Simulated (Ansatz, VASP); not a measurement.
Ti in VASP and in Ansatz

The input INCAR:

```
SYSTEM = Ti
ALGO     = Normal         ! electronic algorithm
EDIFF    = 1E-6           ! SCF threshold, eV
ENCUT    = 520            ! plane-wave cutoff, eV
GGA      = PE             ! functional
ISIF     = 2              ! what is computed and relaxed
ISMEAR   = -1             ! smearing method
LASPH    = .TRUE.         ! aspherical terms in the spheres
LCHARG   = .FALSE.        ! write CHGCAR
LREAL    = .FALSE.        ! projectors in reciprocal space
LWAVE    = .FALSE.        ! write WAVECAR
NBANDS   = 12             ! bands
NELM     = 60             ! most SCF steps
PREC     = Accurate       ! precision mode
SIGMA    = 0.05           ! smearing width, eV
```

KPOINTS

```
k-points
0
G
  14 14 14
  0 0 0
```

The input POSCAR:

```
Ti
1.0
   -1.6410000000      1.6410000000      1.6245900000
    1.6410000000     -1.6410000000      1.6245900000
    1.6410000000      1.6410000000     -1.6245900000
Ti
1
Direct
    0.0000000000      0.0000000000      0.0000000000
```

Input for Ansatz:

```yaml
crystal:
  lattice:
    - [-1.641, 1.641, 1.62459]
    - [1.641, -1.641, 1.62459]
    - [1.641, 1.641, -1.62459]
  atoms:
    - { symbol: Ti, position: [0.0, 0.0, 0.0] }
kpoints:
  mp_grid: { grid: [14, 14, 14] }
  band_path:
    path:
      - [0.0, 0.0, 0.0]
      - [0.0, 0.0, 0.5]
      - [-0.5, 0.5, 0.5]
      - [0.0, 0.0, 0.0]
      - [0.495025, 0.495025, -0.495025]
      - [-0.495025, 0.504975, 0.495025]
      - [-0.5, 0.5, 0.5]
      - [0.0, 0.0, 0.5]
      - [0.25, 0.25, 0.25]
    npoints: 5
scf:
  occupations: { method: fermi_dirac, width: 0.05 }
hamiltonian:
  xc: pbe
  pseudopotentials: { kind: all_electron, lapw: { basis_error: 0.00025 } }
output:
  forces: true
  stress: true
  eigenvalues: true
```

Change from the starting cell: zz strain of -1 %.

Alike in both runs: task single point; functional PBE; k mesh 14 × 14 × 14; occupations fermi-dirac, width 0.05 eV; no spin polarisation.

```csv
,VASP,Ansatz
version,VASP 6.6.1,Ansatz 0.2.0
potentials or method,"VASP PAW PBE potentials, release 64 (Ti_sv), cutoff 520 eV","all-electron LAPW, scalar-relativistic"
```

|  | VASP | Ansatz | Ansatz less VASP |
| --- | --- | --- | --- |
| pressure (GPa) | -1.6 | -1.4 | +0.23 |
| traceless stress, the component that is largest in VASP (GPa) | -0.22 | -0.22 | -0.001 |

Ansatz ran all-electron here, and VASP with PAW potentials.
